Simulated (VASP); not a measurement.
# Tl (P6_3/mmc) in VASP: a series of runs, part 3 of 3

VASP 6.6.1.

## Step 6: Relaxation of cell and atoms, PBEsol, target pressure 20 GPa, at which the enthalpy is minimised

This run uses another cell than the first one, of 28.57 Å³/atom.

Contents of INCAR:

```
SYSTEM = Tl
PREC = Accurate
ENCUT = 600
EDIFF = 1E-6
ISMEAR = -1
SIGMA = 0.05
LREAL = .FALSE.
LASPH = .TRUE.
NELM = 60
ALGO = Normal
ISIF = 3
LWAVE = .FALSE.
LCHARG = .FALSE.
GGA = PS
IBRION = 2
NSW = 80
EDIFFG = -0.005
PSTRESS = 200.0
```

Contents of KPOINTS:

```
regular mesh
0
G
  9 9 5
  0 0 0
```

Contents of POSCAR:

```
Tl
1.0
    3.4560000000      0.0000000000      0.0000000000
   -1.7280000000      2.9929837955      0.0000000000
    0.0000000000      0.0000000000      5.5250000000
Tl
2
Direct
    0.6666666667      0.3333333333      0.7500000000
    0.3333333333      0.6666666667      0.2500000000
```

Potentials or basis: VASP PAW PBE potentials, release 64 (Tl_d).

Launch:

```bash
cat potpaw_PBE.64/Tl_d/POTCAR > POTCAR
mpirun -np 1 vasp_std > vasp.out
```

OUTCAR:

```text
SYSTEM = Tl
   PREC = Accurate
   ENCUT = 600
   EDIFF = 1E-6
   ISMEAR = -1
   LREAL = .FALSE.
   LASPH = .TRUE.
   NELM = 60
   ISIF = 3
   GGA = PS
   IBRION = 2
   NSW = 80
   EDIFFG = -0.005
   PSTRESS = 200.0

 ion  position               nearest neighbor table
   1  0.667  0.333  0.750-   2 3.41   2 3.41   2 3.41   2 3.41   2 3.41   2 3.41
   2  0.333  0.667  0.250-   1 3.41   1 3.41   1 3.41   1 3.41   1 3.41   1 3.41

  LATTYP: Found a hexagonal cell.
 ALAT       =     3.4560000000
 C/A-ratio  =     1.5986689815

  Lattice vectors:

 A1 = (   3.4560000000,   0.0000000000,   0.0000000000)
 A2 = (  -1.7280000000,   2.9929837955,   0.0000000000)
 A3 = (   0.0000000000,   0.0000000000,   5.5250000000)

Analysis of symmetry for initial positions (statically):
=====================================================================
 Subroutine PRICEL returns:
 Original cell was already a primitive cell.

 Routine SETGRP: Setting up the symmetry group for a
 hexagonal supercell.

 Subroutine GETGRP returns: Found 24 space group operations
 (whereof 12 operations were pure point group operations)
 out of a pool of 24 trial point group operations.

The static configuration has the point symmetry D_3d.
 The point group associated with its full space group is D_6h.

Analysis of symmetry for dynamics (positions and initial velocities):
=====================================================================
 Subroutine PRICEL returns:
 Original cell was already a primitive cell.

 Routine SETGRP: Setting up the symmetry group for a
 hexagonal supercell.

 Subroutine GETGRP returns: Found 24 space group operations
 (whereof 12 operations were pure point group operations)
 out of a pool of 24 trial point group operations.

The dynamic configuration has the point symmetry D_3d.
 The point group associated with its full space group is D_6h.

 Subroutine INISYM returns: Found 24 space group operations
 (whereof 12 operations are pure point group operations),
 and found     1 'primitive' translations

----------------------------------------------------------------------------------------

                                     Primitive cell

  volume of cell :      57.1492

  direct lattice vectors                    reciprocal lattice vectors
     3.456000000  0.000000000  0.000000000     0.289351852  0.167057370  0.000000000
    -1.728000000  2.992983795  0.000000000     0.000000000  0.334114739  0.000000000
     0.000000000  0.000000000  5.525000000     0.000000000  0.000000000  0.180995475

  length of vectors
     3.456000000  3.456000000  5.525000000     0.334114739  0.334114739  0.180995475

  position of ions in fractional coordinates (direct lattice)
     0.666666667  0.333333333  0.750000000
     0.333333333  0.666666667  0.250000000

  ion indices of the primitive-cell ions
   primitive index   ion index
                 1           1
                 2           2

----------------------------------------------------------------------------------------

 KPOINTS: regular mesh
[... 49 lines left out ...]
 [... further k-points ...]
   k-points           NKPTS =     36   k-points in BZ     NKDIM =     36   number of bands    NBANDS=     17
   number of dos      NEDOS =    301   number of ions     NIONS =      2
   total plane-waves  NPLWV =  37632
   dimension x,y,z NGX =    28 NGY =   28 NGZ =   48
   dimension x,y,z NGXF=    56 NGYF=   56 NGZF=   96
   ions per type =               2
   NGX,Y,Z   is equivalent  to a cutoff of  13.47, 13.47, 14.44 a.u.
   NGXF,Y,Z  is equivalent  to a cutoff of  26.94, 26.94, 28.89 a.u.
 SYSTEM =  Tl
   PREC   = accura    normal or accurate (medium, high low for compatibility)
   ISTART =      0    job   : 0-new  1-cont  2-samecut
   ICHARG =      2    charge: 1-file 2-atom 10-const
   ISPIN  =      1    spin polarized calculation?
   LNONCOLLINEAR =      F non collinear calculations
   LSORBIT =      F    spin-orbit coupling
   LASPH  =      T    aspherical Exc in radial PAW
   ENCUT  =  600.0 eV  44.10 Ry    6.64 a.u.   6.90  6.90 11.03*2*pi/ulx,y,z
   NELM   =     60;   NELMIN=  2; NELMDL= -5     # of ELM steps
   EDIFF  = 0.1E-05   stopping-criterion for ELM
   LREAL  =      F    real-space projection
   EDIFFG = -.5E-02   stopping-criterion for IOM
   NSW    =     80    number of steps for IOM
   IBRION =      2    ionic relax: 0-MD 1-quasi-New 2-CG
   NFREE  =      1    steps in history (QN), initial steepest desc. (CG)
   ISIF   =      3    stress and relaxation
   ISYM   =      2    0-nonsym 1-usesym 2-fastsym
   POTIM  = 0.5000    time-step for ionic-motion
   TEBEG  =    0.0;   TEEND  =   0.0 temperature during run
   PSTRESS=  200.0 pullay stress
   NELECT =      26.0000    total number of electrons
   NUPDOWN=      -1.0000    fix difference up-down
   EMIN   =  10.00;   EMAX   =-10.00  energy-range for DOS
   EFERMI =   0.00;   METHOD = LEGACY
   ISMEAR =    -1;   SIGMA  =   0.05  broadening in eV -4-tet -1-fermi 0-gaus
   EFERMI_NEDOS =   21; number of points for ismear=-14 and -15
   IALGO  =     38    algorithm
   IMIX   =      4    mixing-type and parameters
     AMIX     =   0.40;   BMIX     =  1.00
     AMIX_MAG =   1.60;   BMIX_MAG =  1.00
  volume/ion in A,a.u.               =      28.57       192.83
  Fermi-wavevector in a.u.,A,eV,Ry     =   1.259107  2.379366 21.569987  1.585349
  Thomas-Fermi vector in A             =   2.392683
   LORBIT       =      0    0 simple, 1 ext, 2 COOP (PROOUT), +10 PAW based schemes
   GGA     = PS    functional components
   LHFCALC =     F    Hartree Fock is set to
   AEXX    =    0.0000 exact exchange contribution
   IVDW    =     0    specifies the selected vdW correction
   LEPSILON=     F    determine dielectric tensor
   LRPA    =     F    only Hartree local field effects (RPA)
 conjugate gradient relaxation of ions
 non-spin polarized calculation
  energy-cutoff  :      600.00
  volume of cell :       57.15
 maximum number of plane-waves:      1917
 NGX is ok and might be reduce to    28
   NGX = 13   NGY = 13   NGZ = 23

--------------------------------------- Ionic step        1  -------------------------------------------

 number of electron      25.9999999 magnetization

 Free energy of the ion-electron system (eV)
  ---------------------------------------------------
  ext. energy  EPLUGINS =         0.00000000
  ---------------------------------------------------
  free energy    TOTEN  =        -5.24407568 eV

  energy without entropy =       -5.22958228  energy(sigma->0) =       -5.23682898

------------------------ aborting loop because EDIFF is reached ----------------------------------------

  FORCE on cell =-STRESS in cart. coord.  units (eV):
  Direction    XX          YY          ZZ          XY          YZ          ZX
  --------------------------------------------------------------------------------------
  -------------------------------------------------------------------------------------
  Total       -0.0734996     -0.0734996      0.3809611      0.0000000     -0.0000000      0.0000000
  in kB       -2.0605609     -2.0605609     10.6802342      0.0000000     -0.0000000      0.0000000
  external PRESSURE =    -197.8136292 kB  Pullay stress =     200.0000000 kB
[... 25 lines left out ...]
--------------------------------------- Ionic step        2  -------------------------------------------

 number of electron      25.9999999 magnetization

 E-fermi :  14.9671     XC(G=0): -13.4742

 val. band max:       14.9151115180   @ k =   0.3333   0.1111   0.0000
 cond. band min:      15.0408533681   @ k =   0.4444  -0.0000   0.2000
 fundamental gap:      0.1257418500
 Fermi energy:        14.9670670297

 k-point     1 :       0.0000    0.0000    0.0000
  band No.  band energies     occupation
      1      -0.9194      2.00000
      2      -0.1913      2.00000
      3       1.2402      2.00000
      4       1.3194      2.00000
      5       1.3194      2.00000
      6       1.5446      2.00000
[... 542 lines left out ...]
  energy  without entropy=       -4.6778647523  energy(sigma->0) =       -4.68522608

  enthalpy is  TOTEN    =         0.8760467992 eV   P V=        5.5686342084

[... ionic steps 4 to 8 ...]

--------------------------------------- Ionic step        9  -------------------------------------------

 number of electron      26.0000001 magnetization

------------------------ aborting loop because EDIFF is reached ----------------------------------------
[... 71 lines left out ...]
--------------------------------------- Ionic step       11  -------------------------------------------

 number of electron      26.0000002 magnetization

 Free energy of the ion-electron system (eV)
  ---------------------------------------------------
  ext. energy  EPLUGINS =         0.00000000
  ---------------------------------------------------
  free energy    TOTEN  =        -4.61977520 eV

  energy without entropy =       -4.60950783  energy(sigma->0) =       -4.61464151

 E-fermi :   9.7297     XC(G=0): -11.7621

 val. band max:        9.6815438710   @ k =   0.4444  -0.0000   0.2000
 cond. band min:       9.7923430006   @ k =   0.3333   0.2222   0.2000
 fundamental gap:      0.1107991296
 Fermi energy:         9.7297094046

 k-point     1 :       0.0000    0.0000    0.0000
  band No.  band energies     occupation
      1      -3.0932      2.00000
      2      -2.6416      2.00000
      3      -2.4869      2.00000
      4      -2.4244      2.00000
      5      -2.4244      2.00000
      6      -2.3328      2.00000
[... 504 lines left out ...]
  energy  without entropy=       -4.6095078263  energy(sigma->0) =       -4.61464151

  enthalpy is  TOTEN    =         0.8549344736 eV   P V=        5.4747096701

 reached required accuracy - stopping structural energy minimisation
```

Run time: 2.2 min. Hardware: 1 thread of Intel Xeon Platinum 8488C (Sapphire Rapids), shared host; peak memory 0.21 GiB.

What came out:

| Item | Value |
| --- | --- |
| Free energy | -4.6198 eV |
| Relaxed volume | 21.93 Å³/atom |
| Relaxed cell | a = 3.107 Å, b = 3.107 Å, c = 5.247 Å, α = 90.00°, β = 90.00°, γ = 120.00° |
| Space group after relaxing (to 0.1 Å) | P6_3/mmc (No. 194) |
| Energy change on relaxing (the run minimises the enthalpy) | +312.2 meV/atom |
| Ionic steps | 11 |
| Pressure after relaxing | 20.0 GPa |
| Band gap on the k mesh | zero (bands 13 and 14 overlap by 4.55 eV) |

Step by step:
```tsv
step	energy change (eV)	largest force (eV/Å)	pressure (GPa)	volume (Å³)
1	0.0000	0.0000	0.22	57.15
2	3.9909	0.0000	93.91	32.65
3	0.5515	0.0000	18.00	44.61
4	0.6073	0.0000	19.36	44.13
5	0.6364	0.0000	20.00	43.89
6	0.6670	0.0000	20.71	43.65
7	0.6649	0.0000	20.82	43.58
8	0.6725	0.0000	21.15	43.48
9	0.5382	0.0000	17.96	44.59
10	0.6233	0.0000	19.99	43.86
11	0.6243	0.0000	20.01	43.86
```

Final structure:
```yaml
crystal:
  lattice:
    - [3.10661, 0.00000, 0.00000]
    - [-1.55330, 2.69040, 0.00000]
    - [0.00000, 0.00000, 5.24732]
  atoms:
    - { symbol: Tl, position: [0.66667, 0.33333, 0.75000] }
    - { symbol: Tl, position: [0.33333, 0.66667, 0.25000] }
```

Caveat: the cell is relaxed towards a set pressure, so the run minimises the enthalpy, not the energy; the volume moved by over 15 % at a fixed basis, so the end points are rough; the PAW data sets were made with another functional, which shifts forces and pressure a little; spin-orbit coupling is left out, which moves the levels of the heavy elements.

## Step 7: The runs side by side

| task | cell | cutoff (eV) | gap on the mesh (eV) | pressure (GPa) |
| --- | --- | --- | --- | --- |
| single point | a = 3.403, b = 3.403, c = 5.712 Å, angles 90.0, 90.0, 120.0°, 2 atoms | 520 | none | -0.1 |
| relaxation of cell and atoms | relaxed from a = 3.456, b = 3.456, c = 5.525 Å, angles 90.0, 90.0, 120.0°, 2 atoms | 600 | none | 0.0 |
| relaxation of cell and atoms | relaxed to 5 GPa from a = 3.456, b = 3.456, c = 5.525 Å, angles 90.0, 90.0, 120.0°, 2 atoms | 600 | none | 5.0 |
| relaxation of cell and atoms | relaxed to 10 GPa from a = 3.456, b = 3.456, c = 5.525 Å, angles 90.0, 90.0, 120.0°, 2 atoms | 600 | none | 10.0 |
| relaxation of cell and atoms | relaxed to 20 GPa from a = 3.456, b = 3.456, c = 5.525 Å, angles 90.0, 90.0, 120.0°, 2 atoms | 600 | none | 20.0 |

Alike in all rows: level PBEsol; potentials or basis VASP PAW PBE potentials, release 64 (Tl_d); no spin polarisation; k mesh 9 × 9 × 5; smearing fermi-dirac 0.05 eV.

Caveats: the PAW data sets were made with another functional, which shifts forces and pressure a little; spin-orbit coupling is left out, which moves the levels of the heavy elements; the cell is relaxed towards a set pressure, so the run minimises the enthalpy, not the energy (at least some runs); the volume moved by over 15 % at a fixed basis, so the end points are rough (at least some runs).

Absolute energies hang on the potentials; compare differences alone.

## Step 8: How close it comes

Step 3. The cell as given is a measured one (28.57 Å³/atom); PBEsol puts the equilibrium volume +0.1 % from it, thermal expansion not counted.

The gap in the log of VASP goes by the Fermi energy; the results here count the filled bands.